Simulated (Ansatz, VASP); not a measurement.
**Mg2Si in VASP and in Ansatz**

```
Si Mg
1.0
     0.01518    3.16830    3.16830
     3.16830    0.01518    3.16830
     3.16830    3.16830    0.01518
Si Mg
1 2
Direct
  0.00000 0.00000 0.00000
  0.24982 0.24982 0.24982
  0.75018 0.75018 0.75018
```

Change from the starting cell: epitaxial_111 strain -0.5%.

Alike in both runs: task single point; functional r2SCAN; k mesh 8 × 8 × 8; no spin polarisation.

|  | VASP | Ansatz |
| --- | --- | --- |
| version | VASP 6.6.1 | Ansatz 0.2.0 |
| potentials or method | VASP PAW PBE potentials, release 64 (Si, Mg) | plane waves, PAW |
| plane-wave cutoff (eV) | 660 | 500 |
| occupations | gaussian, width 0.01 eV | fixed |
| valence electrons in the cell | 8 | 24 |

|  | VASP | Ansatz | Ansatz less VASP |
| --- | --- | --- | --- |
| gap on the k mesh at the Fermi level (eV) | 0.42 | 0.42 | -0.002 |
| pressure (GPa) | 0.2 | 0.5 | +0.29 |
| traceless stress, the component that is largest in VASP (GPa) | -0.25 | -0.25 | +0.001 |

VASP's potentials were made for PBE, not for r2SCAN. VASP's potentials hold 8 valence electrons a cell and Ansatz's 24, so a difference there can come from the potentials and not from the codes.
